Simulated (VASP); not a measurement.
# Mn (Im-3m) in VASP: further runs

The runs below take Mn through single point, with LDA.

Program: VASP 6.6.1. These are calculated values, not measurements. Logs are shortened: lines on timing, memory, paths and dates and some standing lists are left out, and cuts for length are marked.

## Step 1: The cell of the first run

It takes space group Im-3m (No. 229, cubic). The conventional cell has a = 2.728 Å, b = 2.728 Å, c = 2.728 Å, α = 90.00°, β = 90.00°, γ = 90.00°. Mn (site symmetry m-3m) has 14 Mn at 2.36 to 2.73 Å within 3.1 Å.

## Step 2: Single point, LDA, collinear spin, ferromagnetic start

The input, INCAR:

```
SYSTEM = Mn
  PREC = Accurate
  ENCUT = 520
  EDIFF = 1E-6
  ISMEAR = -1
  SIGMA = 0.05
  LREAL = .FALSE.
  LASPH = .TRUE.
  NELM = 150
  ALGO = Normal
  ISIF = 2
  LWAVE = .FALSE.
  LCHARG = .TRUE.
  ISPIN = 2
  MAGMOM = 0.189
  LORBIT = 11
  LMAXMIX = 4
  GGA = CA
  LELF = .TRUE.
  LVHAR = .TRUE.
  NBANDS = 16
```

The input, KPOINTS:

```
regular mesh
0
G
  18 18 18
  0 0 0
```

The input, POSCAR:

```
Mn
1.0
   -1.3637517234      1.3637517234      1.3637517234
    1.3637517234     -1.3637517234      1.3637517234
    1.3637517234      1.3637517234     -1.3637517234
Mn
1
Direct
    0.0000000000      0.0000000000      0.0000000000
```

Potentials or basis: VASP PAW LDA potentials, release 64 (Mn_pv).

Launch:

```
cat potpaw_LDA.64/Mn_pv/POTCAR > POTCAR
mpirun -np 1 vasp_std > vasp.out
```

OUTCAR:

```text
SYSTEM = Mn
   PREC = Accurate
   ENCUT = 520
   EDIFF = 1E-6
   ISMEAR = -1
   LREAL = .FALSE.
   LASPH = .TRUE.
   NELM = 150
   ISIF = 2
   ISPIN = 2
   LORBIT = 11
   GGA = CA

 ion  position               nearest neighbor table
   1  0.000  0.000  0.000-

  LATTYP: Found a body centered cubic cell.
 ALAT       =     2.7275034468

  Lattice vectors:

 A1 = (  -1.3637517234,   1.3637517234,   1.3637517234)
 A2 = (   1.3637517234,  -1.3637517234,   1.3637517234)
 A3 = (   1.3637517234,   1.3637517234,  -1.3637517234)

Analysis of symmetry for initial positions (statically):
=====================================================================
 Subroutine PRICEL returns:
 Original cell was already a primitive cell.

 Routine SETGRP: Setting up the symmetry group for a
 body centered cubic supercell.

 Subroutine GETGRP returns: Found 48 space group operations
 (whereof 48 operations were pure point group operations)
 out of a pool of 48 trial point group operations.

The static configuration has the point symmetry O_h .

Analysis of symmetry for dynamics (positions and initial velocities):
=====================================================================
 Subroutine PRICEL returns:
 Original cell was already a primitive cell.

 Routine SETGRP: Setting up the symmetry group for a
 body centered cubic supercell.

 Subroutine GETGRP returns: Found 48 space group operations
 (whereof 48 operations were pure point group operations)
 out of a pool of 48 trial point group operations.

The dynamic configuration has the point symmetry O_h .

Analysis of structural, dynamic, and magnetic symmetry:
=====================================================================
 Subroutine PRICEL returns:
 Original cell was already a primitive cell.

 Routine SETGRP: Setting up the symmetry group for a
 body centered cubic supercell.

 Subroutine GETGRP returns: Found 48 space group operations
 (whereof 48 operations were pure point group operations)
 out of a pool of 48 trial point group operations.

The overall configuration has the point symmetry O_h .

 Subroutine INISYM returns: Found 48 space group operations
 (whereof 48 operations are pure point group operations),
 and found     1 'primitive' translations

----------------------------------------------------------------------------------------

                                     Primitive cell

  volume of cell :      10.1453

  direct lattice vectors                    reciprocal lattice vectors
    -1.363751723  1.363751723  1.363751723     0.000000000  0.366635650  0.366635650
     1.363751723 -1.363751723  1.363751723     0.366635650  0.000000000  0.366635650
     1.363751723  1.363751723 -1.363751723     0.366635650  0.366635650  0.000000000

  length of vectors
     2.362087274  2.362087274  2.362087274     0.518501109  0.518501109  0.518501109

  position of ions in fractional coordinates (direct lattice)
     0.000000000  0.000000000  0.000000000

  ion indices of the primitive-cell ions
   primitive index   ion index
                 1           1

----------------------------------------------------------------------------------------

 KPOINTS: regular mesh

Automatic generation of k-mesh.
 Grid dimensions read from file:
 generate k-points for:   18   18   18

 Generating k-lattice:

  Cartesian coordinates                     Fractional coordinates (reciprocal lattice)
     0.000000000  0.020368647  0.020368647     0.055555556  0.000000000  0.000000000
     0.020368647  0.000000000  0.020368647     0.000000000  0.055555556  0.000000000
     0.020368647  0.020368647  0.000000000     0.000000000  0.000000000  0.055555556

  Length of vectors
     0.028805617  0.028805617  0.028805617

  Shift w.r.t. Gamma in fractional coordinates (k-lattice)
     0.000000000  0.000000000  0.000000000

 Subroutine IBZKPT returns following result:
 ===========================================

 Found    195 irreducible k-points:

 Following reciprocal coordinates:
            Coordinates               Weight
  0.000000  0.000000  0.000000      1.000000
  0.055556  0.000000  0.000000     12.000000
  0.111111  0.000000  0.000000     12.000000
  0.166667  0.000000  0.000000     12.000000
  0.222222  0.000000  0.000000     12.000000
  0.277778  0.000000  0.000000     12.000000
[... 16 lines left out ...]
  0.333333  0.111111 -0.000000     48.000000
  0.388889  0.111111  0.000000     48.000000
 [... further k-points ...]
   k-points           NKPTS =    195   k-points in BZ     NKDIM =    195   number of bands    NBANDS=     16
   number of dos      NEDOS =    301   number of ions     NIONS =      1
   total plane-waves  NPLWV =   5832
   dimension x,y,z NGX =    18 NGY =   18 NGZ =   18
   dimension x,y,z NGXF=    36 NGYF=   36 NGZF=   36
   ions per type =               1
   NGX,Y,Z   is equivalent  to a cutoff of  12.67, 12.67, 12.67 a.u.
   NGXF,Y,Z  is equivalent  to a cutoff of  25.34, 25.34, 25.34 a.u.
 SYSTEM =  Mn
   PREC   = accura    normal or accurate (medium, high low for compatibility)
   ISTART =      0    job   : 0-new  1-cont  2-samecut
   ICHARG =      2    charge: 1-file 2-atom 10-const
   ISPIN  =      2    spin polarized calculation?
   LNONCOLLINEAR =      F non collinear calculations
   LSORBIT =      F    spin-orbit coupling
   LASPH  =      T    aspherical Exc in radial PAW
   ENCUT  =  520.0 eV  38.22 Ry    6.18 a.u.   4.39  4.39  4.39*2*pi/ulx,y,z
   NELM   =    150;   NELMIN=  2; NELMDL= -5     # of ELM steps
   EDIFF  = 0.1E-05   stopping-criterion for ELM
   LREAL  =      F    real-space projection
   EDIFFG = 0.1E-04   stopping-criterion for IOM
   NSW    =      0    number of steps for IOM
   IBRION =     -1    ionic relax: 0-MD 1-quasi-New 2-CG
   NFREE  =      0    steps in history (QN), initial steepest desc. (CG)
   ISIF   =      2    stress and relaxation
   ISYM   =      2    0-nonsym 1-usesym 2-fastsym
   POTIM  = 0.5000    time-step for ionic-motion
   TEBEG  =    0.0;   TEEND  =   0.0 temperature during run
   PSTRESS=    0.0 pullay stress
   NELECT =      13.0000    total number of electrons
   NUPDOWN=      -1.0000    fix difference up-down
   EMIN   =  10.00;   EMAX   =-10.00  energy-range for DOS
   EFERMI =   0.00;   METHOD = LEGACY
   ISMEAR =    -1;   SIGMA  =   0.05  broadening in eV -4-tet -1-fermi 0-gaus
   EFERMI_NEDOS =   21; number of points for ismear=-14 and -15
   IALGO  =     38    algorithm
   IMIX   =      4    mixing-type and parameters
     AMIX     =   0.40;   BMIX     =  1.00
     AMIX_MAG =   1.60;   BMIX_MAG =  1.00
  volume/ion in A,a.u.               =      10.15        68.46
  Fermi-wavevector in a.u.,A,eV,Ry     =   1.778146  3.360208 43.018922  3.161802
  Thomas-Fermi vector in A             =   2.843397
   LORBIT       =     11    0 simple, 1 ext, 2 COOP (PROOUT), +10 PAW based schemes
   GGA     = CA    functional components
   LHFCALC =     F    Hartree Fock is set to
   AEXX    =    0.0000 exact exchange contribution
   IVDW    =     0    specifies the selected vdW correction
   LEPSILON=     F    determine dielectric tensor
   LRPA    =     F    only Hartree local field effects (RPA)
 spin polarized calculation
  energy-cutoff  :      520.00
  volume of cell :       10.15
 maximum number of plane-waves:       281
 NGX is ok and might be reduce to    18
   NGX =  9   NGY =  9   NGZ =  9

 number of electron      12.9999987 magnetization       0.2332708

 Free energy of the ion-electron system (eV)
  ---------------------------------------------------
  ext. energy  EPLUGINS =         0.00000000
  ---------------------------------------------------
  free energy    TOTEN  =       -10.02298984 eV

  energy without entropy =      -10.00525338  energy(sigma->0) =      -10.01412161

 E-fermi :  11.5148     XC(G=0): -14.7302

 val. band max:       11.5141868534   @ k =   0.1667   0.0556   0.0556
 cond. band min:      11.5192696157   @ k =   0.2222   0.1111   0.0000
 fundamental gap:      0.0050827623
 Fermi energy:        11.5147560296

 spin component 1

 k-point     1 :       0.0000    0.0000    0.0000
  band No.  band energies     occupation
      1     -36.1580      1.00000
      2     -36.1580      1.00000
      3     -36.1580      1.00000
      4       2.6280      1.00000
      5       9.6981      1.00000
      6       9.6981      1.00000
[... 8 lines left out ...]
     15      43.6738      0.00000
     16      48.3682      0.00000

 k-point     2 :       0.0556    0.0000    0.0000
  band No.  band energies     occupation
      1     -36.1877      1.00000
      2     -36.1671      1.00000
      3     -36.1582      1.00000
      4       2.7737      1.00000
      5       9.6450      1.00000
      6       9.6911      1.00000
[... 8 lines left out ...]
     15      44.0187      0.00000
     16      46.5597      0.00000

 k-point     3 :       0.1111    0.0000    0.0000
  band No.  band energies     occupation
      1     -36.2726      1.00000
      2     -36.1934      1.00000
      3     -36.1587      1.00000
      4       3.1985      1.00000
      5       9.4943      1.00000
      6       9.6553      1.00000
[... 8 lines left out ...]
     15      44.3009      0.00000
     16      44.3300      0.00000

 k-point     4 :       0.1667    0.0000    0.0000
  band No.  band energies     occupation
      1     -36.4014      1.00000
      2     -36.2335      1.00000
      3     -36.1594      1.00000
      4       3.8607      1.00000
      5       9.2697      1.00000
      6       9.5647      1.00000
[... 8 lines left out ...]
     15      42.3068      0.00000
     16      43.3872      0.00000
[... 324 lines left out ...]
 k-point    22 :       0.2778    0.1111    0.0000
  band No.  band energies     occupation
      1     -36.8709      1.00000
      2     -36.4009      1.00000
      3     -36.2008      1.00000
      4       6.3247      1.00000
      5       8.5021      1.00000
      6       9.4028      1.00000
[... 8 lines left out ...]
     15      43.7346      0.00000
     16      45.4086      0.00000

 k-point    23 :       0.3333    0.1111   -0.0000
  band No.  band energies     occupation
      1     -36.9737      1.00000
      2     -36.4491      1.00000
      3     -36.2026      1.00000
      4       6.4812      1.00000
      5       8.3277      1.00000
      6       9.9792      1.00000
[... 8 lines left out ...]
     15      44.0249      0.00000
     16      45.6462      0.00000

 k-point    24 :       0.3889    0.1111    0.0000
  band No.  band energies     occupation
      1     -37.0400      1.00000
      2     -36.4807      1.00000
      3     -36.2037      1.00000
      4       6.4676      1.00000
      5       8.2193      1.00000
      6      10.5002      1.00000
[... 8 lines left out ...]
     15      44.3973      0.00000
     16      45.3999      0.00000

 [... further k-points ...]

 spin component 2

 k-point     1 :       0.0000    0.0000    0.0000
  band No.  band energies     occupation
      1     -35.9199      1.00000
      2     -35.9199      1.00000
      3     -35.9199      1.00000
      4       2.6875      1.00000
      5       9.8852      1.00000
      6       9.8852      1.00000
[... 8 lines left out ...]
     15      43.7382      0.00000
     16      48.4687      0.00000

 k-point     2 :       0.0556    0.0000    0.0000
  band No.  band energies     occupation
      1     -35.9498      1.00000
      2     -35.9291      1.00000
      3     -35.9201      1.00000
      4       2.8334      1.00000
      5       9.8314      1.00000
      6       9.8777      1.00000
[... 8 lines left out ...]
     15      44.0817      0.00000
     16      46.6626      0.00000

 k-point     3 :       0.1111    0.0000    0.0000
  band No.  band energies     occupation
      1     -36.0355      1.00000
      2     -35.9556      1.00000
      3     -35.9206      1.00000
      4       3.2588      1.00000
      5       9.6788      1.00000
      6       9.8403      1.00000
[... 8 lines left out ...]
     15      44.3868      0.00000
     16      44.4331      0.00000

 k-point     4 :       0.1667    0.0000    0.0000
  band No.  band energies     occupation
      1     -36.1653      1.00000
      2     -35.9960      1.00000
      3     -35.9214      1.00000
      4       3.9226      1.00000
      5       9.4514      1.00000
      6       9.7460      1.00000
[... 8 lines left out ...]
     15      42.3647      0.00000
     16      43.4982      0.00000
[... 324 lines left out ...]
 k-point    22 :       0.2778    0.1111    0.0000
  band No.  band energies     occupation
      1     -36.6386      1.00000
      2     -36.1646      1.00000
      3     -35.9631      1.00000
      4       6.4273      1.00000
      5       8.6733      1.00000
      6       9.5451      1.00000
[... 8 lines left out ...]
     15      43.8068      0.00000
     16      45.4930      0.00000

 k-point    23 :       0.3333    0.1111   -0.0000
  band No.  band energies     occupation
      1     -36.7422      1.00000
      2     -36.2131      1.00000
      3     -35.9649      1.00000
      4       6.6052      1.00000
      5       8.4970      1.00000
      6      10.1103      1.00000
[... 8 lines left out ...]
     15      44.0997      0.00000
     16      45.7293      0.00000

 k-point    24 :       0.3889    0.1111    0.0000
  band No.  band energies     occupation
      1     -36.8090      1.00000
      2     -36.2449      1.00000
      3     -35.9660      1.00000
      4       6.6018      1.00000
      5       8.3874      1.00000
      6      10.6384      1.00000
[... 8 lines left out ...]
     15      44.4720      0.00000
     16      45.4829      0.00000

 [... further k-points ...]
[... 5 lines left out ...]
  --------------------------------------------------------------------------------------
  -------------------------------------------------------------------------------------
  Total       -0.0209689     -0.0209689     -0.0209689      0.0000000      0.0000000      0.0000000
  in kB       -3.3114629     -3.3114629     -3.3114629      0.0000000      0.0000000      0.0000000
  external PRESSURE =      -3.3114629 kB  Pullay stress =       0.0000000 kB

 VOLUME and BASIS-vectors are now :
 -----------------------------------------------------------------------------
  energy-cutoff  :      520.00
  volume of cell :       10.15
      direct lattice vectors                 reciprocal lattice vectors
    -1.363751723  1.363751723  1.363751723     0.000000000  0.366635650  0.366635650
     1.363751723 -1.363751723  1.363751723     0.366635650  0.000000000  0.366635650
     1.363751723  1.363751723 -1.363751723     0.366635650  0.366635650  0.000000000

 POSITION                                       TOTAL-FORCE (eV/Angst)
 -----------------------------------------------------------------------------------
      0.00000      0.00000      0.00000         0.000000     -0.000000      0.000000
 -----------------------------------------------------------------------------------
    total drift:                                0.000000      0.000000      0.000000

  FREE ENERGIE OF THE ION-ELECTRON SYSTEM (eV)
  ---------------------------------------------------
  free  energy   TOTEN  =       -10.0229898431 eV

  energy  without entropy=      -10.0052533787  energy(sigma->0) =      -10.01412161

 total charge

# of ion       s       p       d       tot
------------------------------------------
    1        0.441   6.446   5.220  12.107

 magnetization (x)

# of ion       s       p       d       tot
------------------------------------------
    1       -0.001  -0.001   0.231   0.229
```

It took 48 s on 1 thread of Intel Xeon Platinum 8488C (Sapphire Rapids), shared host; peak memory 0.15 GiB.

What came out:

```yaml
Free_energy: -10.0230 eV
Pressure: -0.3 GPa
Net_moment: 0.23 μB per cell
Site_moments: Mn +0.23 μB
Valence_electrons_inside_the_program's_atomic_spheres: Mn 12.11
```

## Step 3: Single point, LDA, collinear spin, ferromagnetic start (volume scaled by 1.08)

The input, INCAR:

```
SYSTEM = Mn
  ALGO = Normal
  EDIFF = 1E-7
  ENCUT = 520
  GGA = CA
  ISIF = 2
  ISMEAR = -1
  ISPIN = 2
  LASPH = .True.
  LCHARG = .True.
  LELF = .True.
  LMAXMIX = 4
  LORBIT = 11
  LREAL = .False.
  LVHAR = .True.
  LWAVE = .False.
  MAGMOM = 0.189
  NBANDS = 16
  NELM = 150
  PREC = Accurate
  SIGMA = 0.05
```

The input, KPOINTS:

```
k-points
0
Gamma
  18 18 18
  0 0 0
```

The input, POSCAR:

```
Mn
1.0
   -1.3991895865      1.3991895865      1.3991895865
    1.3991895865     -1.3991895865      1.3991895865
    1.3991895865      1.3991895865     -1.3991895865
Mn
1
Direct
    0.0000000000      0.0000000000      0.0000000000
```

Potentials or basis: VASP PAW LDA potentials, release 64 (Mn_pv).

Launch:

```
cat potpaw_LDA.64/Mn_pv/POTCAR > POTCAR
mpirun -np 1 vasp_std > vasp.out
```

Run time: 49 s. Hardware: 1 thread of Intel Xeon Platinum 8488C (Sapphire Rapids), shared host; peak memory 0.16 GiB.

It converged, with:

```
Free energy                                           : -9.9625 eV
Pressure                                              : -21.8 GPa
Net moment                                            : 0.00 μB per cell
Valence electrons inside the program's atomic spheres : Mn 11.95
```

Levels at points of the mesh, in eV from the Fermi level:
Spin up:
| k point | band 3 | band 4 | band 5 | band 6 | band 7 | band 8 | band 9 | band 10 |
| --- | --- | --- | --- | --- | --- | --- | --- | --- |
| (0.00, 0.00, 0.00) | -47.58 | -8.49 | -1.55 | -1.55 | -1.55 | 0.28 | 0.28 | 23.63 |
| (0.50, 0.00, 0.00) | -47.59 | -4.86 | -2.97 | 0.29 | 0.57 | 0.71 | 1.91 | 9.11 |
| (0.50, 0.50, 0.50) | -48.10 | -4.71 | -4.71 | 1.55 | 1.55 | 1.55 | 10.44 | 10.44 |
Spin down:
```
           k point  band 4  band 5  band 6  band 7  band 8  band 9
(0.00, 0.00, 0.00)   -8.49   -1.55   -1.55   -1.55    0.28    0.28
(0.50, 0.00, 0.00)   -4.86   -2.97    0.29    0.57    0.71    1.91
(0.50, 0.50, 0.50)   -4.71   -4.71    1.55    1.55    1.55   10.44
```
